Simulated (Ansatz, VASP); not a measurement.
Al6H in VASP and in Ansatz

The input INCAR:

```
ALGO = Normal ; DIPOL = 0.5 0.5 0.299
EDIFF = 1E-6 ; ENCUT = 520
GGA = PE ; IDIPOL = 3
ISIF = 2 ; ISMEAR = 0
LASPH = True ; LCHARG = True
LDIPOL = True ; LELF = True
LREAL = False ; LVACPOTAV = True
LVHAR = True ; LWAVE = False
NBANDS = 32 ; NELM = 80
PREC = Accurate ; SIGMA = 0.1
```

Contents of KPOINTS:

```
k-points
0
Gamma
  5 5 1
```

POSCAR

```
Al6H
1.0
    5.7135165837      0.0000000000      0.0000000000
    0.0000000000      5.7135165837      0.0000000000
    0.0000000000      0.0000000000     22.1746954317
Al H
12 2
Direct
    0.2500000000      0.2500000000      0.1803857921
    0.2500000000      0.7500000000      0.1803857921
    0.7500000000      0.2500000000      0.1803857921
    0.7500000000      0.7500000000      0.1803857921
    0.0000000000      0.0000000000      0.2744050922
    0.0000000000      0.5000000000      0.2744050922
    0.5000000000      0.0000000000      0.2744050922
    0.5000000000      0.5000000000      0.2744050922
    0.2500000000      0.2500000000      0.3686497277
    0.2500000000      0.7500000000      0.3686497277
    0.7500000000      0.2500000000      0.3686497277
    0.7500000000      0.7500000000      0.3686497277
    0.2500000000      0.8966485891      0.4466665827
    0.2500000000      1.1033514109      0.4466665827
```

Input for Ansatz:

```yaml
crystal:
  lattice:
    - [5.7135165837, 0.0, 0.0]
    - [0.0, 5.7135165837, 0.0]
    - [0.0, 0.0, 22.1746954317]
  atoms:
    - { symbol: Al, position: [0.25, 0.25, 0.1803857921] }
    - { symbol: Al, position: [0.25, 0.75, 0.1803857921] }
    - { symbol: Al, position: [0.75, 0.25, 0.1803857921] }
    - { symbol: Al, position: [0.75, 0.75, 0.1803857921] }
    - { symbol: Al, position: [0.0, 0.0, 0.2744050922] }
    - { symbol: Al, position: [0.0, 0.5, 0.2744050922] }
    - { symbol: Al, position: [0.5, 0.0, 0.2744050922] }
    - { symbol: Al, position: [0.5, 0.5, 0.2744050922] }
    - { symbol: Al, position: [0.25, 0.25, 0.3686497277] }
    - { symbol: Al, position: [0.25, 0.75, 0.3686497277] }
    - { symbol: Al, position: [0.75, 0.25, 0.3686497277] }
    - { symbol: Al, position: [0.75, 0.75, 0.3686497277] }
    - { symbol: H, position: [0.25, 0.8966485891, 0.4466665827] }
    - { symbol: H, position: [0.25, 1.1033514109, 0.4466665827] }
basis:
  ecutwfc: 420
kpoints:
  mp_grid: { grid: [5, 5, 1] }
hamiltonian:
  xc: pbe
  pseudopotentials: { kind: paw, azcp: { folder: soft_1 } }
scf:
  occupations: { method: gaussian, width: 0.1 }
output:
  forces: true
  eigenvalues: true
efield:
  axis: 3
  dipole_correction: true
  ramp_width: 0.04
```

Alike in both runs: task single point; functional PBE; k mesh 5 × 5 × 1; occupations gaussian, width 0.1 eV; no spin polarisation.

|  | VASP | Ansatz |
| --- | --- | --- |
| version | VASP 6.6.1 | Ansatz 0.2.0 |
| potentials or method | VASP PAW PBE potentials, release 64 (Al, H), cutoff 520 eV | scalar-relativistic, plane waves, PAW |
| valence electrons in the cell | 38 | 38 |

```csv
,VASP,Ansatz,Ansatz less VASP
gap on the k mesh at the Fermi level (eV),none,none,-
rms of the force components (eV/Å),0.244,0.243,-0.0006
"work function, face that differs most (eV)",4.27,4.27,-0.003
```

Atom by atom the forces differ by 0.001 eV/Å (rms over components). A gap of «none» marks a metal or a gap that the smearing closes.
